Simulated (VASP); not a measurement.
# Mn (P6_3/mmc) in VASP: notebook

Mn is run at these levels: PBEsol; tasks: single point.

Program: VASP 6.6.1. These are calculated values, not measurements. Logs are shortened: lines on timing, memory, paths and dates and some standing lists are left out, and cuts for length are marked.

## Step 1: The cell of the first run

It takes space group P6_3/mmc (No. 194, hexagonal). Conventional cell: a = 2.558 Å, b = 2.558 Å, c = 4.026 Å, α = 90.00°, β = 90.00°, γ = 120.00°. Mn (site symmetry -6m2) has 12 Mn at 2.50 to 2.56 Å within 3.3 Å.

## Step 2: Single point, PBEsol (strain +0.030 along x and y, +0.000 along z)

Input file INCAR:

```
PREC = Accurate
ENCUT = 520
EDIFF = 1E-6
ISMEAR = 0
SIGMA = 0.15
LREAL = F
LASPH = T
NELM = 60
ALGO = Fast
ISIF = 2
LWAVE = F
LCHARG = F
GGA = PS
NBANDS = 20
```

Input file KPOINTS:

```
regular mesh
0
Gamma
  21 21 12
```

Input file POSCAR:

```
Mn
1.0
    2.5581551436      0.0000000000      0.0000000000
   -1.2790775718      2.2154273412      0.0000000000
    0.0000000000      0.0000000000      4.0261950000
Mn
2
Direct
    0.6666666667      0.3333333333      0.7500000000
    0.3333333333      0.6666666667      0.2500000000
```

Potentials or basis: VASP PAW PBE potentials, release 64 (Mn_pv).

Launch:

```sh
cat potpaw_PBE.64/Mn_pv/POTCAR > POTCAR
mpirun -np 1 vasp_std > vasp.out
```

OUTCAR:

```text
PREC = Accurate
   ENCUT = 520
   EDIFF = 1E-6
   ISMEAR = 0
   LREAL = F
   LASPH = T
   NELM = 60
   ISIF = 2
   GGA = PS

 ion  position               nearest neighbor table
   1  0.667  0.333  0.750-   2 2.50   2 2.50   2 2.50   2 2.50   2 2.50   2 2.50
   2  0.333  0.667  0.250-   1 2.50   1 2.50   1 2.50   1 2.50   1 2.50   1 2.50

  LATTYP: Found a hexagonal cell.
 ALAT       =     2.5581551436
 C/A-ratio  =     1.5738666242

  Lattice vectors:

 A1 = (   2.5581551436,   0.0000000000,   0.0000000000)
 A2 = (  -1.2790775718,   2.2154273412,   0.0000000000)
 A3 = (   0.0000000000,   0.0000000000,   4.0261950000)

Analysis of symmetry for initial positions (statically):
=====================================================================
 Subroutine PRICEL returns:
 Original cell was already a primitive cell.

 Routine SETGRP: Setting up the symmetry group for a
 hexagonal supercell.

 Subroutine GETGRP returns: Found 24 space group operations
 (whereof 12 operations were pure point group operations)
 out of a pool of 24 trial point group operations.

The static configuration has the point symmetry D_3d.
 The point group associated with its full space group is D_6h.

Analysis of symmetry for dynamics (positions and initial velocities):
=====================================================================
 Subroutine PRICEL returns:
 Original cell was already a primitive cell.

 Routine SETGRP: Setting up the symmetry group for a
 hexagonal supercell.

 Subroutine GETGRP returns: Found 24 space group operations
 (whereof 12 operations were pure point group operations)
 out of a pool of 24 trial point group operations.

The dynamic configuration has the point symmetry D_3d.
 The point group associated with its full space group is D_6h.

 Subroutine INISYM returns: Found 24 space group operations
 (whereof 12 operations are pure point group operations),
 and found     1 'primitive' translations

----------------------------------------------------------------------------------------

                                     Primitive cell

  volume of cell :      22.8181

  direct lattice vectors                    reciprocal lattice vectors
     2.558155144  0.000000000  0.000000000     0.390906706  0.225690092  0.000000000
    -1.279077572  2.215427341  0.000000000     0.000000000  0.451380184  0.000000000
     0.000000000  0.000000000  4.026195000     0.000000000  0.000000000  0.248373464

  length of vectors
     2.558155144  2.558155144  4.026195000     0.451380184  0.451380184  0.248373464

  position of ions in fractional coordinates (direct lattice)
     0.666666667  0.333333333  0.750000000
     0.333333333  0.666666667  0.250000000

  ion indices of the primitive-cell ions
   primitive index   ion index
                 1           1
                 2           2

----------------------------------------------------------------------------------------

 KPOINTS: regular mesh

Automatic generation of k-mesh.
 Grid dimensions read from file:
 generate k-points for:   21   21   12

 Generating k-lattice:

  Cartesian coordinates                     Fractional coordinates (reciprocal lattice)
     0.018614605  0.010747147  0.000000000     0.047619048  0.000000000  0.000000000
     0.000000000  0.021494294  0.000000000     0.000000000  0.047619048  0.000000000
     0.000000000  0.000000000  0.020697789     0.000000000  0.000000000  0.083333333

  Length of vectors
     0.021494294  0.021494294  0.020697789

  Shift w.r.t. Gamma in fractional coordinates (k-lattice)
     0.000000000  0.000000000  0.000000000

 Subroutine IBZKPT returns following result:
 ===========================================

 Found    336 irreducible k-points:

 Following reciprocal coordinates:
            Coordinates               Weight
  0.000000  0.000000  0.000000      1.000000
  0.047619  0.000000  0.000000      6.000000
  0.095238  0.000000  0.000000      6.000000
  0.142857  0.000000  0.000000      6.000000
  0.190476  0.000000  0.000000      6.000000
  0.238095  0.000000  0.000000      6.000000
[... 16 lines left out ...]
  0.142857  0.095238  0.000000     12.000000
  0.190476  0.095238  0.000000     12.000000
 [... further k-points ...]
   k-points           NKPTS =    336   k-points in BZ     NKDIM =    336   number of bands    NBANDS=     20
   number of dos      NEDOS =    301   number of ions     NIONS =      2
   total plane-waves  NPLWV =  12000
   dimension x,y,z NGX =    20 NGY =   20 NGZ =   30
   dimension x,y,z NGXF=    40 NGYF=   40 NGZF=   60
   ions per type =               2
   NGX,Y,Z   is equivalent  to a cutoff of  13.00, 13.00, 12.39 a.u.
   NGXF,Y,Z  is equivalent  to a cutoff of  25.99, 25.99, 24.77 a.u.
 SYSTEM =  unknown system
   PREC   = accura    normal or accurate (medium, high low for compatibility)
   ISTART =      0    job   : 0-new  1-cont  2-samecut
   ICHARG =      2    charge: 1-file 2-atom 10-const
   ISPIN  =      1    spin polarized calculation?
   LNONCOLLINEAR =      F non collinear calculations
   LSORBIT =      F    spin-orbit coupling
   LASPH  =      T    aspherical Exc in radial PAW
   ENCUT  =  520.0 eV  38.22 Ry    6.18 a.u.   4.76  4.76  7.49*2*pi/ulx,y,z
   NELM   =     60;   NELMIN=  2; NELMDL= -5     # of ELM steps
   EDIFF  = 0.1E-05   stopping-criterion for ELM
   LREAL  =      F    real-space projection
   EDIFFG = 0.1E-04   stopping-criterion for IOM
   NSW    =      0    number of steps for IOM
   IBRION =     -1    ionic relax: 0-MD 1-quasi-New 2-CG
   NFREE  =      0    steps in history (QN), initial steepest desc. (CG)
   ISIF   =      2    stress and relaxation
   ISYM   =      2    0-nonsym 1-usesym 2-fastsym
   POTIM  = 0.5000    time-step for ionic-motion
   TEBEG  =    0.0;   TEEND  =   0.0 temperature during run
   PSTRESS=    0.0 pullay stress
   NELECT =      26.0000    total number of electrons
   NUPDOWN=      -1.0000    fix difference up-down
   EMIN   =  10.00;   EMAX   =-10.00  energy-range for DOS
   EFERMI =   0.00;   METHOD = LEGACY
   ISMEAR =     0;   SIGMA  =   0.15  broadening in eV -4-tet -1-fermi 0-gaus
   EFERMI_NEDOS =   21; number of points for ismear=-14 and -15
   IALGO  =     68    algorithm
   IMIX   =      4    mixing-type and parameters
     AMIX     =   0.40;   BMIX     =  1.00
     AMIX_MAG =   1.60;   BMIX_MAG =  1.00
  volume/ion in A,a.u.               =      11.41        76.99
  Fermi-wavevector in a.u.,A,eV,Ry     =   1.709909  3.231259 39.780540  2.923787
  Thomas-Fermi vector in A             =   2.788305
   LORBIT       =      0    0 simple, 1 ext, 2 COOP (PROOUT), +10 PAW based schemes
   GGA     = PS    functional components
   LHFCALC =     F    Hartree Fock is set to
   AEXX    =    0.0000 exact exchange contribution
   IVDW    =     0    specifies the selected vdW correction
   LEPSILON=     F    determine dielectric tensor
   LRPA    =     F    only Hartree local field effects (RPA)
 non-spin polarized calculation
 RMM-DIIS sequential band-by-band and
 Gauss-broadening in eV      SIGMA  =   0.15
  energy-cutoff  :      520.00
  volume of cell :       22.82
 maximum number of plane-waves:       638
 NGX is ok and might be reduce to    20
   NGX =  9   NGY =  9   NGZ = 15

 number of electron      26.0000008 magnetization

 Free energy of the ion-electron system (eV)
  ---------------------------------------------------
  ext. energy  EPLUGINS =         0.00000000
  ---------------------------------------------------
  free energy    TOTEN  =       -19.23736564 eV

  energy without entropy =      -19.20128940  energy(sigma->0) =      -19.21932752

 E-fermi :   9.3679     XC(G=0): -13.8238

 val. band max:        9.3662752011   @ k =   0.4762   0.0476   0.5000
 cond. band min:       9.3684602277   @ k =   0.1429   0.0952   0.0833
 fundamental gap:      0.0021850266
 Fermi energy:         9.3678860318

 k-point     1 :       0.0000    0.0000    0.0000
  band No.  band energies     occupation
      1     -38.6480      2.00000
      2     -38.1280      2.00000
      3     -38.1280      2.00000
      4     -38.0258      2.00000
      5     -38.0258      2.00000
      6     -37.9632      2.00000
[... 12 lines left out ...]
     19      18.3769      0.00000
     20      29.3946      0.00000

 k-point     2 :       0.0476    0.0000    0.0000
  band No.  band energies     occupation
      1     -38.6432      2.00000
      2     -38.1374      2.00000
      3     -38.1312      2.00000
      4     -38.0357      2.00000
      5     -38.0271      2.00000
      6     -37.9653      2.00000
[... 12 lines left out ...]
     19      18.3778      0.00000
     20      29.2214      0.00000

 k-point     3 :       0.0952    0.0000    0.0000
  band No.  band energies     occupation
      1     -38.6292      2.00000
      2     -38.1648      2.00000
      3     -38.1406      2.00000
      4     -38.0644      2.00000
      5     -38.0309      2.00000
      6     -37.9718      2.00000
[... 12 lines left out ...]
     19      18.3823      0.00000
     20      28.4659      0.00000

 k-point     4 :       0.1429    0.0000    0.0000
  band No.  band energies     occupation
      1     -38.6065      2.00000
      2     -38.2080      2.00000
      3     -38.1549      2.00000
      4     -38.1089      2.00000
      5     -38.0370      2.00000
      6     -37.9825      2.00000
[... 12 lines left out ...]
     19      18.3949      0.00000
     20      26.9676      0.00000

 k-point     5 :       0.1905    0.0000    0.0000
  band No.  band energies     occupation
      1     -38.5763      2.00000
      2     -38.2633      2.00000
      3     -38.1728      2.00000
      4     -38.1646      2.00000
      5     -38.0453      2.00000
      6     -37.9975      2.00000
[... 12 lines left out ...]
     19      18.4198      0.00000
     20      25.1765      0.00000

 k-point     6 :       0.2381    0.0000    0.0000
  band No.  band energies     occupation
      1     -38.5400      2.00000
      2     -38.3260      2.00000
      3     -38.2262      2.00000
      4     -38.1924      2.00000
      5     -38.0549      2.00000
      6     -38.0166      2.00000
[... 12 lines left out ...]
     19      18.4507      0.00000
     20      23.3750      0.00000

 k-point     7 :       0.2857    0.0000    0.0000
  band No.  band energies     occupation
      1     -38.4995      2.00000
      2     -38.3906      2.00000
      3     -38.2880      2.00000
      4     -38.2121      2.00000
      5     -38.0651      2.00000
      6     -38.0396      2.00000
[... 12 lines left out ...]
     19      18.4255      0.00000
     20      21.7381      0.00000
[... 277 lines left out ...]
 k-point    20 :       0.4286    0.0476    0.0000
  band No.  band energies     occupation
      1     -38.5485      2.00000
      2     -38.4336      2.00000
      3     -38.3658      2.00000
      4     -38.2643      2.00000
      5     -38.1292      2.00000
      6     -38.0977      2.00000
[... 12 lines left out ...]
     19      20.1282      0.00000
     20      20.8438      0.00000

 k-point    21 :       0.4762    0.0476    0.0000
  band No.  band energies     occupation
      1     -38.5582      2.00000
      2     -38.4419      2.00000
      3     -38.3544      2.00000
      4     -38.2674      2.00000
      5     -38.1379      2.00000
      6     -38.0993      2.00000
[... 12 lines left out ...]
     19      20.5823      0.00000
     20      21.0434      0.00000

 k-point    22 :       0.0952    0.0952    0.0000
  band No.  band energies     occupation
      1     -38.5933      2.00000
      2     -38.2238      2.00000
      3     -38.1833      2.00000
      4     -38.1160      2.00000
      5     -38.0466      2.00000
      6     -37.9889      2.00000
[... 12 lines left out ...]
     19      18.4095      0.00000
     20      26.7356      0.00000

 k-point    23 :       0.1429    0.0952    0.0000
  band No.  band energies     occupation
      1     -38.5637      2.00000
      2     -38.2704      2.00000
      3     -38.2250      2.00000
      4     -38.1462      2.00000
      5     -38.0590      2.00000
      6     -38.0039      2.00000
[... 12 lines left out ...]
     19      18.4492      0.00000
     20      25.2082      0.00000

 k-point    24 :       0.1905    0.0952    0.0000
  band No.  band energies     occupation
      1     -38.5282      2.00000
      2     -38.3270      2.00000
      3     -38.2707      2.00000
      4     -38.1776      2.00000
      5     -38.0721      2.00000
      6     -38.0231      2.00000
[... 12 lines left out ...]
     19      18.5082      0.00000
     20      23.4403      0.00000

 [... further k-points ...]
[... 5 lines left out ...]
  --------------------------------------------------------------------------------------
  -------------------------------------------------------------------------------------
  Total       -3.8303893     -3.8303893     -2.8773311     -0.0000000      0.0000000      0.0000000
  in kB     -268.9517048   -268.9517048   -202.0324981     -0.0000000      0.0000000      0.0000000
  external PRESSURE =    -246.6453026 kB  Pullay stress =       0.0000000 kB

 VOLUME and BASIS-vectors are now :
 -----------------------------------------------------------------------------
  energy-cutoff  :      520.00
  volume of cell :       22.82
      direct lattice vectors                 reciprocal lattice vectors
     2.558155144  0.000000000  0.000000000     0.390906706  0.225690092  0.000000000
    -1.279077572  2.215427341  0.000000000     0.000000000  0.451380184  0.000000000
     0.000000000  0.000000000  4.026195000     0.000000000  0.000000000  0.248373464

 POSITION                                       TOTAL-FORCE (eV/Angst)
 -----------------------------------------------------------------------------------
      1.27908      0.73848      3.01965        -0.000000      0.000000      0.000000
     -0.00000      1.47695      1.00655         0.000000      0.000000      0.000000
 -----------------------------------------------------------------------------------
    total drift:                               -0.000000      0.000000     -0.000000

  FREE ENERGIE OF THE ION-ELECTRON SYSTEM (eV)
  ---------------------------------------------------
  free  energy   TOTEN  =       -19.2373656356 eV

  energy  without entropy=      -19.2012893967  energy(sigma->0) =      -19.21932752
```

Wall time 59 s (1 thread of Intel Xeon 6975P-C (Granite Rapids), shared host); peak memory 0.22 GiB.

What came out:

* Free energy: -19.2374 eV
* Pressure: -24.7 GPa
* Band gap on the k mesh: zero (band 13 reaches 10.28 eV, above the bottom of band 14 at 8.38 eV)

Caveat: the cell differs from its parent crystal (strain +0.030 along x and y, +0.000 along z); the PAW data sets were made with another functional, which shifts forces and pressure a little; the run has no spin polarisation, though such a crystal can be magnetic. Spin polarisation is off, so any magnetic state and its effect on volume and gap are missing.

[end of part 1 of 2]
